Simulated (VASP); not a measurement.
# GaAs (I-4m2) in VASP: further runs

GaAs is run at these levels: PBE; tasks: single point.

Everything below comes from runs of VASP 6.6.1. Logs are shortened: lines on timing, memory, paths and dates and some standing lists are left out, and cuts for length are marked.

**1. The cell of the first run**

It takes space group I-4m2 (No. 119, tetragonal). The conventional cell has a = 4.220 Å, b = 4.220 Å, c = 5.073 Å, α = 90.00°, β = 90.00°, γ = 90.00°. Within 3.3 Å of Ga (site symmetry -4m2) lie 4 As at 2.46 Å. Within 3.3 Å of As (site symmetry -4m2) lie 4 Ga at 2.46 Å.

**2. Single point, PBE**

File INCAR:

```
SYSTEM = GaAs
PREC     = Accurate       ! precision mode
ENCUT    = 520            ! plane-wave cutoff, eV
EDIFF    = 1E-6           ! SCF threshold, eV
ISMEAR   = 0              ! smearing method
SIGMA    = 0.05           ! smearing width, eV
LREAL    = .False.        ! projectors in reciprocal space
LASPH    = .True.         ! aspherical terms in the spheres
NELM     = 100            ! most SCF steps
ALGO     = Normal         ! electronic algorithm
ISIF     = 2              ! what is computed and relaxed
LWAVE    = .False.        ! write WAVECAR
LCHARG   = .True.         ! write CHGCAR
GGA      = PE             ! functional
LELF     = .True.         ! ELF
LVHAR    = .True.       
NBANDS   = 16             ! bands
```

File KPOINTS:

```
Automatic mesh
0
Gamma
  8 8 8
  0 0 0
```

File POSCAR:

```
GaAs
1.0
    0.0000000000      2.9842128016      2.5365808814
    2.9842128016      0.0000000000      2.5365808814
    2.9842128016      2.9842128016      0.0000000000
Ga As
1 1
Direct
    0.0000000000      0.0000000000      0.0000000000
    0.7500000000      0.7500000000      0.7500000000
```

Potentials or basis: VASP PAW PBE potentials, release 64 (Ga_d, As).

Command:

```sh
$ cat potpaw_PBE.64/Ga_d/POTCAR potpaw_PBE.64/As/POTCAR > POTCAR
$ mpirun -np 1 vasp_std > vasp.out
```

OUTCAR:

```text
SYSTEM = GaAs
   PREC = Accurate
   ENCUT = 520
   EDIFF = 1E-6
   ISMEAR = 0
   LREAL = .False.
   LASPH = .True.
   NELM = 100
   ISIF = 2
   GGA = PE

 ion  position               nearest neighbor table
   1  0.000  0.000  0.000-   2 2.46   2 2.46   2 2.46   2 2.46
   2  0.750  0.750  0.750-   1 2.46   1 2.46   1 2.46   1 2.46

  LATTYP: Found a body centered tetragonal cell.
 ALAT       =     4.2203142170
 C/A-ratio  =     1.2020815280

  Lattice vectors:

 A1 = (   0.0000000000,  -2.9842128016,  -2.5365808814)
 A2 = (   0.0000000000,   2.9842128016,  -2.5365808814)
 A3 = (   2.9842128016,   0.0000000000,   2.5365808814)

Analysis of symmetry for initial positions (statically):
=====================================================================
 Subroutine PRICEL returns:
 Original cell was already a primitive cell.

 Routine SETGRP: Setting up the symmetry group for a
 body centered tetragonal supercell.

 Subroutine GETGRP returns: Found  8 space group operations
 (whereof  8 operations were pure point group operations)
 out of a pool of 16 trial point group operations.

The static configuration has the point symmetry D_2d.

Analysis of symmetry for dynamics (positions and initial velocities):
=====================================================================
 Subroutine PRICEL returns:
 Original cell was already a primitive cell.

 Routine SETGRP: Setting up the symmetry group for a
 body centered tetragonal supercell.

 Subroutine GETGRP returns: Found  8 space group operations
 (whereof  8 operations were pure point group operations)
 out of a pool of 16 trial point group operations.

The dynamic configuration has the point symmetry D_2d.

 Subroutine INISYM returns: Found  8 space group operations
 (whereof  8 operations are pure point group operations),
 and found     1 'primitive' translations

----------------------------------------------------------------------------------------

                                     Primitive cell

  volume of cell :      45.1792

  direct lattice vectors                    reciprocal lattice vectors
     0.000000000  2.984212802  2.536580881    -0.167548373  0.167548373  0.197115733
     2.984212802  0.000000000  2.536580881     0.167548373 -0.167548373  0.197115733
     2.984212802  2.984212802  0.000000000     0.167548373  0.167548373 -0.197115733

  length of vectors
     3.916601666  3.916601666  4.220314217     0.308219933  0.308219933  0.308219933

  position of ions in fractional coordinates (direct lattice)
     0.000000000  0.000000000  0.000000000
     0.750000000  0.750000000  0.750000000

  ion indices of the primitive-cell ions
   primitive index   ion index
                 1           1
                 2           2

----------------------------------------------------------------------------------------

 KPOINTS: Automatic mesh

Automatic generation of k-mesh.
 Grid dimensions read from file:
 generate k-points for:    8    8    8

 Generating k-lattice:

  Cartesian coordinates                     Fractional coordinates (reciprocal lattice)
    -0.020943547  0.020943547  0.024639467     0.125000000  0.000000000  0.000000000
     0.020943547 -0.020943547  0.024639467     0.000000000  0.125000000  0.000000000
     0.020943547  0.020943547 -0.024639467     0.000000000  0.000000000  0.125000000

  Length of vectors
     0.038527492  0.038527492  0.038527492

  Shift w.r.t. Gamma in fractional coordinates (k-lattice)
     0.000000000  0.000000000  0.000000000

 Subroutine IBZKPT returns following result:
 ===========================================

 Found     59 irreducible k-points:

 Following reciprocal coordinates:
            Coordinates               Weight
  0.000000  0.000000  0.000000      1.000000
  0.125000 -0.000000  0.000000      8.000000
  0.250000 -0.000000  0.000000      8.000000
  0.375000  0.000000  0.000000      8.000000
  0.500000 -0.000000  0.000000      4.000000
  0.125000  0.125000  0.000000      2.000000
[... 16 lines left out ...]
  0.250000 -0.000000  0.125000     16.000000
  0.375000 -0.000000  0.125000     16.000000
 [... further k-points ...]
   k-points           NKPTS =     59   k-points in BZ     NKDIM =     59   number of bands    NBANDS=     16
   number of dos      NEDOS =    301   number of ions     NIONS =      2
   total plane-waves  NPLWV =  28800
   dimension x,y,z NGX =    30 NGY =   30 NGZ =   32
   dimension x,y,z NGXF=    60 NGYF=   60 NGZF=   64
   ions per type =               1   1
   NGX,Y,Z   is equivalent  to a cutoff of  12.73, 12.73, 12.61 a.u.
   NGXF,Y,Z  is equivalent  to a cutoff of  25.47, 25.47, 25.21 a.u.
 SYSTEM =  GaAs
   PREC   = accura    normal or accurate (medium, high low for compatibility)
   ISTART =      0    job   : 0-new  1-cont  2-samecut
   ICHARG =      2    charge: 1-file 2-atom 10-const
   ISPIN  =      1    spin polarized calculation?
   LNONCOLLINEAR =      F non collinear calculations
   LSORBIT =      F    spin-orbit coupling
   LASPH  =      T    aspherical Exc in radial PAW
   ENCUT  =  520.0 eV  38.22 Ry    6.18 a.u.   7.28  7.28  7.85*2*pi/ulx,y,z
   NELM   =    100;   NELMIN=  2; NELMDL= -5     # of ELM steps
   EDIFF  = 0.1E-05   stopping-criterion for ELM
   LREAL  =      F    real-space projection
   EDIFFG = 0.1E-04   stopping-criterion for IOM
   NSW    =      0    number of steps for IOM
   IBRION =     -1    ionic relax: 0-MD 1-quasi-New 2-CG
   NFREE  =      0    steps in history (QN), initial steepest desc. (CG)
   ISIF   =      2    stress and relaxation
   ISYM   =      2    0-nonsym 1-usesym 2-fastsym
   POTIM  = 0.5000    time-step for ionic-motion
   TEBEG  =    0.0;   TEEND  =   0.0 temperature during run
   PSTRESS=    0.0 pullay stress
   NELECT =      18.0000    total number of electrons
   NUPDOWN=      -1.0000    fix difference up-down
   EMIN   =  10.00;   EMAX   =-10.00  energy-range for DOS
   EFERMI =   0.00;   METHOD = LEGACY
   ISMEAR =     0;   SIGMA  =   0.05  broadening in eV -4-tet -1-fermi 0-gaus
   EFERMI_NEDOS =   21; number of points for ismear=-14 and -15
   IALGO  =     38    algorithm
   IMIX   =      4    mixing-type and parameters
     AMIX     =   0.40;   BMIX     =  1.00
     AMIX_MAG =   1.60;   BMIX_MAG =  1.00
  volume/ion in A,a.u.               =      22.59       152.44
  Fermi-wavevector in a.u.,A,eV,Ry     =   1.204628  2.276417 19.743799  1.451128
  Thomas-Fermi vector in A             =   2.340347
   LORBIT       =      0    0 simple, 1 ext, 2 COOP (PROOUT), +10 PAW based schemes
   GGA     = PE    functional components
   LHFCALC =     F    Hartree Fock is set to
   AEXX    =    0.0000 exact exchange contribution
   IVDW    =     0    specifies the selected vdW correction
   LEPSILON=     F    determine dielectric tensor
   LRPA    =     F    only Hartree local field effects (RPA)
 non-spin polarized calculation
 Gauss-broadening in eV      SIGMA  =   0.05
  energy-cutoff  :      520.00
  volume of cell :       45.18
 maximum number of plane-waves:      1233
 NGX is ok and might be reduce to    30

 number of electron      18.0000009 magnetization

 Free energy of the ion-electron system (eV)
  ---------------------------------------------------
  ext. energy  EPLUGINS =         0.00000000
  ---------------------------------------------------
  free energy    TOTEN  =        -8.13182032 eV

  energy without entropy =       -8.13178764  energy(sigma->0) =       -8.13180398

 E-fermi :   4.3479     XC(G=0):  -9.6187

 val. band max:        4.2921466452   @ k =   0.0000   0.0000   0.0000
 cond. band min:       4.4050806514   @ k =   0.0000   0.0000   0.0000
 fundamental gap:      0.1129340062
 Fermi energy:         4.3479221966

 k-point     1 :       0.0000    0.0000    0.0000
  band No.  band energies     occupation
      1     -10.8967      2.00000
      2     -10.8967      2.00000
      3     -10.8597      2.00000
      4     -10.8322      2.00000
      5     -10.7980      2.00000
      6      -8.7380      2.00000
[... 8 lines left out ...]
     15      12.5989      0.00000
     16      14.3478      0.00000

 k-point     2 :       0.1250   -0.0000    0.0000
  band No.  band energies     occupation
      1     -10.9040      2.00000
      2     -10.8932      2.00000
      3     -10.8628      2.00000
      4     -10.8317      2.00000
      5     -10.7971      2.00000
      6      -8.5557      2.00000
[... 8 lines left out ...]
     15      12.3952      0.00000
     16      13.3563      0.00000

 k-point     3 :       0.2500   -0.0000    0.0000
  band No.  band energies     occupation
      1     -10.9270      2.00000
      2     -10.8859      2.00000
      3     -10.8617      2.00000
      4     -10.8311      2.00000
      5     -10.7937      2.00000
      6      -8.0453      2.00000
[... 8 lines left out ...]
     15      12.8054      0.00000
     16      14.4144      0.00000

 k-point     4 :       0.3750    0.0000    0.0000
  band No.  band energies     occupation
      1     -10.9510      2.00000
      2     -10.8803      2.00000
      3     -10.8584      2.00000
      4     -10.8295      2.00000
      5     -10.7885      2.00000
      6      -7.3602      2.00000
[... 8 lines left out ...]
     15      14.6643      0.00000
     16      14.7013      0.00000
[... 324 lines left out ...]
 k-point    22 :       0.1250    0.0000    0.1250
  band No.  band energies     occupation
      1     -10.9142      2.00000
      2     -10.8886      2.00000
      3     -10.8559      2.00000
      4     -10.8304      2.00000
      5     -10.7983      2.00000
      6      -8.5185      2.00000
[... 8 lines left out ...]
     15      12.6443      0.00000
     16      13.8566      0.00000

 k-point    23 :       0.2500   -0.0000    0.1250
  band No.  band energies     occupation
      1     -10.9317      2.00000
      2     -10.8808      2.00000
      3     -10.8546      2.00000
      4     -10.8296      2.00000
      5     -10.7972      2.00000
      6      -8.1356      2.00000
[... 8 lines left out ...]
     15      13.3501      0.00000
     16      14.3992      0.00000

 k-point    24 :       0.3750   -0.0000    0.1250
  band No.  band energies     occupation
      1     -10.9505      2.00000
      2     -10.8755      2.00000
      3     -10.8543      2.00000
      4     -10.8288      2.00000
      5     -10.7931      2.00000
      6      -7.5000      2.00000
[... 8 lines left out ...]
     15      14.0469      0.00000
     16      15.4913      0.00000

 [... further k-points ...]
[... 5 lines left out ...]
  --------------------------------------------------------------------------------------
  -------------------------------------------------------------------------------------
  Total        0.2374122      0.2374122      2.0894545      0.0000000      0.0000000     -0.0000000
  in kB        8.4192880      8.4192880     74.0977820      0.0000000      0.0000000     -0.0000000
  external PRESSURE =      30.3121193 kB  Pullay stress =       0.0000000 kB

 VOLUME and BASIS-vectors are now :
 -----------------------------------------------------------------------------
  energy-cutoff  :      520.00
  volume of cell :       45.18
      direct lattice vectors                 reciprocal lattice vectors
     0.000000000  2.984212802  2.536580881    -0.167548373  0.167548373  0.197115733
     2.984212802  0.000000000  2.536580881     0.167548373 -0.167548373  0.197115733
     2.984212802  2.984212802  0.000000000     0.167548373  0.167548373 -0.197115733

 POSITION                                       TOTAL-FORCE (eV/Angst)
 -----------------------------------------------------------------------------------
      0.00000      0.00000      0.00000         0.000000      0.000000     -0.000000
      4.47632      4.47632      3.80487        -0.000000     -0.000000      0.000000
 -----------------------------------------------------------------------------------
    total drift:                               -0.000001     -0.000001     -0.000001

  FREE ENERGIE OF THE ION-ELECTRON SYSTEM (eV)
  ---------------------------------------------------
  free  energy   TOTEN  =        -8.1318203182 eV

  energy  without entropy=       -8.1317876370  energy(sigma->0) =       -8.13180398
```

Run time: 21 s. Hardware: 1 thread of Intel Xeon 6975P-C (Granite Rapids), shared host; peak memory 0.19 GiB.

What came out:

```yaml
Free_energy: -8.1318 eV
Pressure: 3.0 GPa
Band_gap_on_the_k_mesh: 0.11 eV, direct
```

Levels at points of the mesh, in eV from the valence-band top:
| k point | band 6 | band 7 | band 8 | band 9 | band 10 | band 11 | band 12 | band 13 |
| --- | --- | --- | --- | --- | --- | --- | --- | --- |
| (0.00, 0.00, 0.00) | -13.03 | -0.61 | -0.61 | 0.00 | 0.11 | 3.25 | 3.68 | 3.68 |
| (0.50, 0.00, 0.00) | -11.26 | -6.95 | -2.04 | -0.94 | 0.32 | 3.76 | 5.20 | 7.72 |
| (0.50, 0.50, 0.00) | -10.18 | -6.48 | -3.66 | -3.66 | 0.35 | 0.59 | 9.77 | 9.77 |
| (0.50, 0.00, 0.50) | -10.74 | -7.44 | -2.62 | -2.51 | 1.49 | 1.87 | 8.52 | 9.06 |

 A k mesh can miss the band edges.

**3. Single point, PBE**

This run uses another cell than the first one, of the same volume but with other edges.

File INCAR:

```
PREC = Accurate
ENCUT = 520
EDIFF = 1E-7
ISMEAR = 0
SIGMA = 0.05
LREAL = F
LASPH = T
NELM = 80
ALGO = Normal
ISIF = 2
LWAVE = F
LCHARG = F
GGA = PE
NBANDS = 16
```

File KPOINTS:

```
regular mesh
0
Gamma
  8 8 8
```

File POSCAR:

```
GaAs
1.0
    0.0000000000      2.6601676982      3.1922012379
    2.6601676982      0.0000000000      3.1922012379
    2.6601676982      2.6601676982      0.0000000000
Ga As
1 1
Direct
    0.0000000000      0.0000000000      0.0000000000
    0.7500000000      0.7500000000      0.7500000000
```

Potentials or basis: VASP PAW PBE potentials, release 64 (Ga_d, As).

Command:

```sh
$ cat potpaw_PBE.64/Ga_d/POTCAR potpaw_PBE.64/As/POTCAR > POTCAR
$ mpirun -np 1 vasp_std > vasp.out
```

It took 18 s on 1 thread of Intel Xeon 6975P-C (Granite Rapids), shared host; peak memory 0.19 GiB.

The run converged. Its results:

```
Free energy            : -8.0211 eV
Pressure               : 3.3 GPa
Band gap on the k mesh : zero (filled and empty bands touch)
```

Stress tensor (GPa, compression positive):
```
 7.97  0.00  0.00
 0.00  7.97  0.00
 0.00  0.00 -6.16
```

Levels at points of the mesh, in eV from the Fermi level:
```tsv
k point	band 6	band 7	band 8	band 9	band 10	band 11	band 12	band 13
(0.00, 0.00, 0.00)	-13.09	-1.33	-0.25	0.02	0.02	3.34	3.34	3.83
(0.50, 0.00, 0.00)	-11.32	-7.01	-2.33	-0.68	0.04	4.30	4.89	7.58
(0.50, 0.50, 0.00)	-11.07	-7.90	-2.17	-2.17	1.93	2.41	9.35	9.49
(0.50, 0.00, 0.50)	-10.36	-6.80	-3.42	-3.32	0.71	0.71	8.12	8.67
```

**4. Single point, PBE**

This run uses another cell than the first one, of the same volume but with other edges.

File INCAR:

```
PREC     = Accurate       # precision mode
ENCUT    = 520            # plane-wave cutoff, eV
EDIFF    = 1E-7           # SCF threshold, eV
ISMEAR   = 0              # smearing method
SIGMA    = 0.05           # smearing width, eV
LREAL    = False          # projectors in reciprocal space
LASPH    = True           # aspherical terms in the spheres
NELM     = 80             # most SCF steps
ALGO     = Normal         # electronic algorithm
ISIF     = 2              # what is computed and relaxed
LWAVE    = False          # write WAVECAR
LCHARG   = False          # write CHGCAR
GGA      = PE             # functional
NBANDS   = 16             # bands
```

File KPOINTS:

```
Automatic mesh
0
Gamma
  8 8 8
```

File POSCAR:

```
GaAs
1.0
    0.0000000000      3.0709392844      2.3953326418
    3.0709392844      0.0000000000      2.3953326418
    3.0709392844      3.0709392844      0.0000000000
Ga As
1 1
Direct
    0.0000000000      0.0000000000      0.0000000000
    0.7500000000      0.7500000000      0.7500000000
```

Command:

```sh
$ cat potpaw_PBE.64/Ga_d/POTCAR potpaw_PBE.64/As/POTCAR > POTCAR
$ mpirun -np 1 vasp_std > vasp.out
```

Run time: 28 s. Hardware: 1 thread of Intel Xeon 6975P-C (Granite Rapids), shared host; peak memory 0.19 GiB.

It converged, with:

| Property | Result |
| --- | --- |
| Free energy | -8.0128 eV |
| Pressure | 2.3 GPa |
| Band gap on the k mesh | zero (band 9 reaches 4.10 eV, above the bottom of band 10 at 3.96 eV) |

Stress tensor (GPa, compression positive):
```
-0.39  0.00  0.00
 0.00 -0.39  0.00
 0.00  0.00  7.56
```

Levels at points of the mesh, in eV from the Fermi level:
```csv
k point,band 5,band 6,band 7,band 8,band 9,band 10,band 11,band 12,band 13,band 14
"(0.00, 0.00, 0.00)",-14.94,-12.80,-0.54,-0.54,-0.02,0.45,3.50,4.15,4.15,7.53
"(0.50, 0.00, 0.00)",-14.92,-11.02,-6.71,-2.07,-0.63,0.19,3.69,5.78,8.34,9.16
"(0.50, 0.50, 0.00)",-14.91,-9.83,-5.92,-3.75,-3.75,0.09,0.64,9.91,9.91,11.30
"(0.50, 0.00, 0.50)",-14.94,-10.63,-7.37,-2.14,-1.98,1.91,2.40,7.85,8.40,9.07
```

**5. The runs side by side**

```csv
cell,gap on the mesh (eV),pressure (GPa)
"a = 3.917, b = 3.917, c = 4.220 Å, angles 57.4, 57.4, 65.2°, 2 atoms",0.11,3.0
"a = 4.155, b = 4.155, c = 3.762 Å, angles 63.1, 63.1, 53.8°, 2 atoms",none,3.3
"a = 3.895, b = 3.895, c = 4.343 Å, angles 56.1, 56.1, 67.8°, 2 atoms",none,2.3
```

Alike in all rows: task single point; level PBE; potentials or basis VASP PAW PBE potentials, release 64 (Ga_d, As); no spin polarisation; k mesh 8 × 8 × 8; cutoff (eV) 520; smearing gaussian 0.05 eV.

Total energies depend on the potentials used, so only differences within one code and one set of settings carry meaning.
